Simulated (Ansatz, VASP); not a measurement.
# Hg in VASP and in Ansatz

```
Hg
1.0
    -1.72915    1.72915    1.72915
     1.72915   -1.72915    1.72915
     1.72915    1.72915   -1.72915
Hg
1
Direct
  0.00000 0.00000 0.00000
```

Change from the starting cell: volume scaled by 0.92, LAPW.

Alike in both runs: task single point; functional LDA; k mesh 15 × 15 × 15; occupations fermi-dirac, width 0.1 eV; no spin polarisation.

```csv
,VASP,Ansatz
version,VASP 6.6.1,Ansatz 0.2.0
potentials or method,"VASP PAW LDA potentials, release 64 (Hg), cutoff 520 eV","all-electron LAPW, scalar-relativistic"
```

```csv
,VASP,Ansatz,Ansatz less VASP
pressure (GPa),6.5,5.5,-0.99
```

LDA's correlation is that of Perdew and Zunger in VASP and of Perdew and Wang (1992) in Ansatz. Ansatz ran all-electron here, and VASP with PAW potentials.

Neither program's run includes spin-orbit coupling.
